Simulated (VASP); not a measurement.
A run of VASP 6.6.1:

The input POSCAR:

```
Be
1.0
    0.0000000000      1.6099113732      1.6099113732
    1.6099113732      0.0000000000      1.6099113732
    1.6099113732      1.6099113732      0.0000000000
Be
1
Direct
    0.0000000000      0.0000000000      0.0000000000
```

The input INCAR.step1:

```
PREC     = Accurate       # precision mode
ENCUT    = 520            # plane-wave cutoff, eV
ISMEAR   = 0              # smearing method
SIGMA    = 0.1            # smearing width, eV
LREAL    = False          # projectors in reciprocal space
LASPH    = True           # aspherical terms in the spheres
NELM     = 80             # most SCF steps
NBANDS   = 7              # bands
GGA      = PE             # functional
ALGO     = Normal         # electronic algorithm
EDIFF    = 1E-4           # SCF threshold, eV
LWAVE    = True           # write WAVECAR
LCHARG   = False          # write CHGCAR
```

File INCAR.step2:

```
PREC     = Accurate       # precision mode
ENCUT    = 520            # plane-wave cutoff, eV
EDIFF    = 1E-6           # SCF threshold, eV
ISMEAR   = 0              # smearing method
SIGMA    = 0.1            # smearing width, eV
LREAL    = False          # projectors in reciprocal space
LASPH    = True           # aspherical terms in the spheres
NELM     = 80             # most SCF steps
ALGO     = Normal         # electronic algorithm
ISIF     = 2              # what is computed and relaxed
LWAVE    = False          # write WAVECAR
LCHARG   = False          # write CHGCAR
METAGGA  = R2SCAN         # meta-GGA
LMIXTAU  = True         
NBANDS   = 7              # bands
ISTART   = 1
```

Contents of KPOINTS:

```
regular mesh
0
Gamma
  10 10 10
```

Potentials or basis: VASP PAW PBE potentials, release 64 (Be).

Launch:

```bash
$ cat potpaw_PBE.64/Be/POTCAR > POTCAR
$ cp INCAR.step1 INCAR
$ mpirun -np 1 vasp_std > vasp.out
$ cp INCAR.step2 INCAR
$ mpirun -np 1 vasp_std > vasp.out
```

Hardware: 1 thread of AMD EPYC 9R45 96-Core Processor (Zen 5), with other jobs on the host.

How long does it take, and how much memory?

It took 6.8 s on 1 thread of AMD EPYC 9R45 96-Core Processor (Zen 5), with other jobs on the host, peak memory 0.08 GiB. Counts: k points 47.
